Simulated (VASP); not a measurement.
# Sn (Fd-3m) in VASP: a series of runs

Runs on Sn. Level: PBEsol. Tasks: single point, relaxation of cell and atoms.

All numbers are computed with VASP 6.6.1; they aren't measurements. Logs are shortened: lines on timing, memory, paths and dates and some standing lists are left out, and cuts for length are marked.

## Step 1: The cell of the first run

It takes space group Fd-3m (No. 227, cubic). The conventional cell has a = 6.542 Å, b = 6.542 Å, c = 6.542 Å, α = 90.00°, β = 90.00°, γ = 90.00°. Sn (site symmetry -43m) has 4 Sn at 2.83 Å within 3.7 Å.

This isn't the form of Sn at room conditions, which is tetragonal (white tin).

## Step 2: Single point, PBEsol

File INCAR:

```
PREC     = Accurate       # precision mode
ENCUT    = 520            # plane-wave cutoff, eV
EDIFF    = 1E-7           # SCF threshold, eV
ISMEAR   = -1             # smearing method
SIGMA    = 0.1            # smearing width, eV
LREAL    = F              # projectors in reciprocal space
LASPH    = T              # aspherical terms in the spheres
NELM     = 100            # most SCF steps
ALGO     = Normal         # electronic algorithm
ISIF     = 2              # what is computed and relaxed
LWAVE    = F              # write WAVECAR
LCHARG   = F              # write CHGCAR
GGA      = PS             # functional
NBANDS   = 21             # bands
```

File KPOINTS:

```
Automatic mesh
0
Gamma
  10 10 10
```

File POSCAR:

```
Sn
1.0
    0.0000000000      3.2711115538      3.2711115538
    3.2711115538      0.0000000000      3.2711115538
    3.2711115538      3.2711115538      0.0000000000
Sn
2
Direct
    0.5000000000      0.5000000000      0.5000000000
    0.7500000000      0.7500000000      0.7500000000
```

Potentials or basis: VASP PAW PBE potentials, release 64 (Sn_d).

The run is started by

```sh
> cat potpaw_PBE.64/Sn_d/POTCAR > POTCAR
> mpirun -np 1 vasp_std > vasp.out
```

OUTCAR:

```text
PREC = Accurate
   ENCUT = 520
   EDIFF = 1E-7
   ISMEAR = -1
   LREAL = F
   LASPH = T
   NELM = 100
   ISIF = 2
   GGA = PS

 ion  position               nearest neighbor table
   1  0.500  0.500  0.500-   2 2.83   2 2.83   2 2.83   2 2.83
   2  0.750  0.750  0.750-   1 2.83   1 2.83   1 2.83   1 2.83

  LATTYP: Found a face centered cubic cell.
 ALAT       =     6.5422231076

  Lattice vectors:

 A1 = (   0.0000000000,   3.2711115538,   3.2711115538)
 A2 = (   3.2711115538,   0.0000000000,   3.2711115538)
 A3 = (   3.2711115538,   3.2711115538,   0.0000000000)

Analysis of symmetry for initial positions (statically):
=====================================================================
 Subroutine PRICEL returns:
 Original cell was already a primitive cell.

 Routine SETGRP: Setting up the symmetry group for a
 face centered cubic supercell.

 Subroutine GETGRP returns: Found 48 space group operations
 (whereof 24 operations were pure point group operations)
 out of a pool of 48 trial point group operations.

The static configuration has the point symmetry T_d .
 The point group associated with its full space group is O_h .

Analysis of symmetry for dynamics (positions and initial velocities):
=====================================================================
 Subroutine PRICEL returns:
 Original cell was already a primitive cell.

 Routine SETGRP: Setting up the symmetry group for a
 face centered cubic supercell.

 Subroutine GETGRP returns: Found 48 space group operations
 (whereof 24 operations were pure point group operations)
 out of a pool of 48 trial point group operations.

The dynamic configuration has the point symmetry T_d .
 The point group associated with its full space group is O_h .

 Subroutine INISYM returns: Found 48 space group operations
 (whereof 24 operations are pure point group operations),
 and found     1 'primitive' translations

----------------------------------------------------------------------------------------

                                     Primitive cell

  volume of cell :      70.0029

  direct lattice vectors                    reciprocal lattice vectors
     0.000000000  3.271111554  3.271111554    -0.152853240  0.152853240  0.152853240
     3.271111554  0.000000000  3.271111554     0.152853240 -0.152853240  0.152853240
     3.271111554  3.271111554  0.000000000     0.152853240  0.152853240 -0.152853240

  length of vectors
     4.626050323  4.626050323  4.626050323     0.264749578  0.264749578  0.264749578

  position of ions in fractional coordinates (direct lattice)
     0.500000000  0.500000000  0.500000000
     0.750000000  0.750000000  0.750000000

  ion indices of the primitive-cell ions
   primitive index   ion index
                 1           1
                 2           2

----------------------------------------------------------------------------------------

 KPOINTS: Automatic mesh

Automatic generation of k-mesh.
 Grid dimensions read from file:
 generate k-points for:   10   10   10

 Generating k-lattice:

  Cartesian coordinates                     Fractional coordinates (reciprocal lattice)
    -0.015285324  0.015285324  0.015285324     0.100000000  0.000000000  0.000000000
     0.015285324 -0.015285324  0.015285324     0.000000000  0.100000000  0.000000000
     0.015285324  0.015285324 -0.015285324     0.000000000  0.000000000  0.100000000

  Length of vectors
     0.026474958  0.026474958  0.026474958

  Shift w.r.t. Gamma in fractional coordinates (k-lattice)
     0.000000000  0.000000000  0.000000000

 Subroutine IBZKPT returns following result:
 ===========================================

 Found     47 irreducible k-points:

 Following reciprocal coordinates:
            Coordinates               Weight
  0.000000  0.000000  0.000000      1.000000
  0.100000  0.000000  0.000000      8.000000
  0.200000  0.000000  0.000000      8.000000
  0.300000  0.000000  0.000000      8.000000
  0.400000  0.000000  0.000000      8.000000
  0.500000  0.000000  0.000000      4.000000
[... 16 lines left out ...]
  0.300000  0.300000  0.000000      6.000000
  0.400000  0.300000  0.000000     24.000000
 [... further k-points ...]
   k-points           NKPTS =     47   k-points in BZ     NKDIM =     47   number of bands    NBANDS=     21
   number of dos      NEDOS =    301   number of ions     NIONS =      2
   total plane-waves  NPLWV =  46656
   dimension x,y,z NGX =    36 NGY =   36 NGZ =   36
   dimension x,y,z NGXF=    72 NGYF=   72 NGZF=   72
   ions per type =               2
   NGX,Y,Z   is equivalent  to a cutoff of  12.94, 12.94, 12.94 a.u.
   NGXF,Y,Z  is equivalent  to a cutoff of  25.87, 25.87, 25.87 a.u.
 SYSTEM =  unknown system
   PREC   = accura    normal or accurate (medium, high low for compatibility)
   ISTART =      0    job   : 0-new  1-cont  2-samecut
   ICHARG =      2    charge: 1-file 2-atom 10-const
   ISPIN  =      1    spin polarized calculation?
   LNONCOLLINEAR =      F non collinear calculations
   LSORBIT =      F    spin-orbit coupling
   LASPH  =      T    aspherical Exc in radial PAW
   ENCUT  =  520.0 eV  38.22 Ry    6.18 a.u.   8.60  8.60  8.60*2*pi/ulx,y,z
   NELM   =    100;   NELMIN=  2; NELMDL= -5     # of ELM steps
   EDIFF  = 0.1E-06   stopping-criterion for ELM
   LREAL  =      F    real-space projection
   EDIFFG = 0.1E-05   stopping-criterion for IOM
   NSW    =      0    number of steps for IOM
   IBRION =     -1    ionic relax: 0-MD 1-quasi-New 2-CG
   NFREE  =      0    steps in history (QN), initial steepest desc. (CG)
   ISIF   =      2    stress and relaxation
   ISYM   =      2    0-nonsym 1-usesym 2-fastsym
   POTIM  = 0.5000    time-step for ionic-motion
   TEBEG  =    0.0;   TEEND  =   0.0 temperature during run
   PSTRESS=    0.0 pullay stress
   NELECT =      28.0000    total number of electrons
   NUPDOWN=      -1.0000    fix difference up-down
   EMIN   =  10.00;   EMAX   =-10.00  energy-range for DOS
   EFERMI =   0.00;   METHOD = LEGACY
   ISMEAR =    -1;   SIGMA  =   0.10  broadening in eV -4-tet -1-fermi 0-gaus
   EFERMI_NEDOS =   21; number of points for ismear=-14 and -15
   IALGO  =     38    algorithm
   IMIX   =      4    mixing-type and parameters
     AMIX     =   0.40;   BMIX     =  1.00
     AMIX_MAG =   1.60;   BMIX_MAG =  1.00
  volume/ion in A,a.u.               =      35.00       236.20
  Fermi-wavevector in a.u.,A,eV,Ry     =   1.206208  2.279402 19.795625  1.454937
  Thomas-Fermi vector in A             =   2.341882
   LORBIT       =      0    0 simple, 1 ext, 2 COOP (PROOUT), +10 PAW based schemes
   GGA     = PS    functional components
   LHFCALC =     F    Hartree Fock is set to
   AEXX    =    0.0000 exact exchange contribution
   IVDW    =     0    specifies the selected vdW correction
   LEPSILON=     F    determine dielectric tensor
   LRPA    =     F    only Hartree local field effects (RPA)
 non-spin polarized calculation
  energy-cutoff  :      520.00
  volume of cell :       70.00
 maximum number of plane-waves:      1901
 NGX is ok and might be reduce to    36
   NGX = 17   NGY = 17   NGZ = 17

 number of electron      27.9999986 magnetization

 Free energy of the ion-electron system (eV)
  ---------------------------------------------------
  ext. energy  EPLUGINS =         0.00000000
  ---------------------------------------------------
  free energy    TOTEN  =        -8.46707042 eV

  energy without entropy =       -8.45999302  energy(sigma->0) =       -8.46353172

 E-fermi :   5.2247     XC(G=0):  -8.9611

 val. band max:        5.1894038497   @ k =   0.4000   0.0000   0.0000
 cond. band min:       5.3209297014   @ k =   0.0000   0.0000   0.0000
 fundamental gap:      0.1315258517
 Fermi energy:         5.2247004224

 k-point     1 :       0.0000    0.0000    0.0000
  band No.  band energies     occupation
      1     -16.3181      2.00000
      2     -16.3181      2.00000
      3     -16.3181      2.00000
      4     -16.2609      2.00000
      5     -16.2609      2.00000
      6     -15.9687      2.00000
[... 13 lines left out ...]
     20      13.1470      0.00000
     21      13.1470      0.00000

 k-point     2 :       0.1000    0.0000    0.0000
  band No.  band energies     occupation
      1     -16.3252      2.00000
      2     -16.3252      2.00000
      3     -16.3158      2.00000
      4     -16.2511      2.00000
      5     -16.2511      2.00000
      6     -15.9855      2.00000
[... 13 lines left out ...]
     20      12.4211      0.00000
     21      12.4211      0.00000

 k-point     3 :       0.2000    0.0000    0.0000
  band No.  band energies     occupation
      1     -16.3371      2.00000
      2     -16.3371      2.00000
      3     -16.3096      2.00000
      4     -16.2325      2.00000
      5     -16.2325      2.00000
      6     -16.0038      2.00000
[... 13 lines left out ...]
     20      12.0211      0.00000
     21      12.0211      0.00000

 k-point     4 :       0.3000    0.0000    0.0000
  band No.  band energies     occupation
      1     -16.3461      2.00000
      2     -16.3461      2.00000
      3     -16.3016      2.00000
      4     -16.2162      2.00000
      5     -16.2162      2.00000
      6     -16.0173      2.00000
[... 13 lines left out ...]
     20      12.2657      0.00000
     21      12.2657      0.00000

 k-point     5 :       0.4000    0.0000    0.0000
  band No.  band energies     occupation
      1     -16.3509      2.00000
      2     -16.3509      2.00000
      3     -16.2949      2.00000
      4     -16.2066      2.00000
      5     -16.2066      2.00000
      6     -16.0246      2.00000
[... 13 lines left out ...]
     20      13.1113      0.00000
     21      13.1113      0.00000
[... 382 lines left out ...]
     20      12.6096      0.00000
     21      14.0265      0.00000

 k-point    22 :      -0.2000    0.2000    0.0000
  band No.  band energies     occupation
      1     -16.3584      2.00000
      2     -16.3567      2.00000
      3     -16.2801      2.00000
      4     -16.2173      2.00000
      5     -16.1884      2.00000
      6     -16.0494      2.00000
[... 13 lines left out ...]
     20      12.8651      0.00000
     21      13.3903      0.00000

 k-point    23 :       0.3000    0.3000    0.0000
  band No.  band energies     occupation
      1     -16.3516      2.00000
      2     -16.3516      2.00000
      3     -16.3116      2.00000
      4     -16.1981      2.00000
      5     -16.1435      2.00000
      6     -16.1215      2.00000
[... 13 lines left out ...]
     20      13.8828      0.00000
     21      14.1425      0.00000

 k-point    24 :       0.4000    0.3000    0.0000
  band No.  band energies     occupation
      1     -16.3646      2.00000
      2     -16.3581      2.00000
      3     -16.2895      2.00000
      4     -16.1779      2.00000
      5     -16.1458      2.00000
      6     -16.1201      2.00000
[... 13 lines left out ...]
     20      14.3268      0.00000
     21      14.5898      0.00000

 [... further k-points ...]
[... 5 lines left out ...]
  --------------------------------------------------------------------------------------
  -------------------------------------------------------------------------------------
  Total       -0.0292033     -0.0292033     -0.0292033      0.0000000      0.0000000      0.0000000
  in kB       -0.6683852     -0.6683852     -0.6683852      0.0000000      0.0000000      0.0000000
  external PRESSURE =      -0.6683852 kB  Pullay stress =       0.0000000 kB

 VOLUME and BASIS-vectors are now :
 -----------------------------------------------------------------------------
  energy-cutoff  :      520.00
  volume of cell :       70.00
      direct lattice vectors                 reciprocal lattice vectors
     0.000000000  3.271111554  3.271111554    -0.152853240  0.152853240  0.152853240
     3.271111554  0.000000000  3.271111554     0.152853240 -0.152853240  0.152853240
     3.271111554  3.271111554  0.000000000     0.152853240  0.152853240 -0.152853240

 POSITION                                       TOTAL-FORCE (eV/Angst)
 -----------------------------------------------------------------------------------
      3.27111      3.27111      3.27111         0.000000      0.000000      0.000000
      4.90667      4.90667      4.90667        -0.000000     -0.000000     -0.000000
 -----------------------------------------------------------------------------------
    total drift:                                0.000000      0.000000      0.000000

  FREE ENERGIE OF THE ION-ELECTRON SYSTEM (eV)
  ---------------------------------------------------
  free  energy   TOTEN  =        -8.4670704216 eV

  energy  without entropy=       -8.4599930166  energy(sigma->0) =       -8.46353172
```

It took 44 s on 1 thread of AMD EPYC 9R45 (Zen 5), shared host; peak memory 0.19 GiB.

Results:

- Free energy: -8.4671 eV
- Pressure: -0.1 GPa
- Band gap on the k mesh: zero (bands 14 and 15 overlap by 0.19 eV)

Levels at points of the mesh, in eV from the Fermi level:
| k point | band 10 | band 11 | band 12 | band 13 | band 14 | band 15 | band 16 | band 17 | band 18 | band 19 |
| --- | --- | --- | --- | --- | --- | --- | --- | --- | --- | --- |
| (0.00, 0.00, 0.00) | -21.19 | -10.46 | -0.85 | 0.10 | 0.10 | 0.10 | 2.16 | 2.16 | 2.16 | 4.85 |
| (0.50, 0.00, 0.00) | -21.14 | -8.88 | -6.22 | -1.07 | -1.07 | -0.10 | 3.21 | 3.21 | 5.55 | 8.31 |
| (0.50, 0.50, 0.00) | -21.12 | -7.44 | -7.44 | -2.38 | -2.38 | 0.80 | 0.80 | 7.57 | 7.57 | 9.06 |

Caveat: the PAW data sets were made with another functional, which shifts forces and pressure a little; spin-orbit coupling is left out, which moves the levels of the heavy elements.

[end of part 1 of 2]
